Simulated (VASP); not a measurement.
A run of VASP 6.6.1 is set up as follows.

File INCAR:

```
SYSTEM = MgF2
  ALGO = Normal
  EDIFF = 1E-7
  EDIFFG = -0.02
  ENCUT = 520
  GGA = PE
  GGA_COMPAT = .FALSE.
  IBRION = 2
  ISIF = 2
  ISMEAR = -1
  LASPH = .TRUE.
  LCHARG = .FALSE.
  LREAL = .FALSE.
  LWAVE = .FALSE.
  NELM = 120
  NELMIN = 4
  NSW = 80
  PREC = Accurate
  SIGMA = 0.02
```

File KPOINTS:

```
k-points
0
G
  4 4 6
  0 0 0
```

POSCAR

```
MgF2
1.0
    4.6250000000      0.0000000000      0.0000000000
    0.0000000000      4.6250000000      0.0000000000
    0.0000000000      0.0000000000      3.0520000000
Mg F
2 4
Direct
    0.0000000000      0.0000000000      0.0000000000
    0.5000000000      0.5000000000      0.5000000000
    0.3030000000      0.3030000000      0.0000000000
    0.1970000000      0.8030000000      0.5000000000
    0.6970000000      0.6970000000      0.0000000000
    0.8030000000      0.1970000000      0.5000000000
```

Potentials or basis: VASP PAW PBE potentials, release 64 (Mg, F).

Run with:

```bash
$ cat potpaw_PBE.64/Mg/POTCAR potpaw_PBE.64/F/POTCAR > POTCAR
$ mpirun -np 1 vasp_std > vasp.out
```

Question: Predict the band gap on the k mesh.

Answer: 7.09 eV.

Question: Estimate the energy gained by relaxing.

Answer: 0.0 meV/atom.

Final structure:
```yaml
crystal:
  lattice:
    - [4.62500, 0.00000, 0.00000]
    - [0.00000, 4.62500, 0.00000]
    - [0.00000, 0.00000, 3.05200]
  atoms:
    - { symbol: Mg, position: [0.00000, 0.00000, 0.00000] }
    - { symbol: Mg, position: [0.50000, 0.50000, 0.50000] }
    - { symbol: F, position: [0.30284, 0.30284, 0.00000] }
    - { symbol: F, position: [0.19716, 0.80284, 0.50000] }
    - { symbol: F, position: [0.69716, 0.69716, 0.00000] }
    - { symbol: F, position: [0.80284, 0.19716, 0.50000] }
```

As with any semilocal functional, this PBE gap is likely too small.
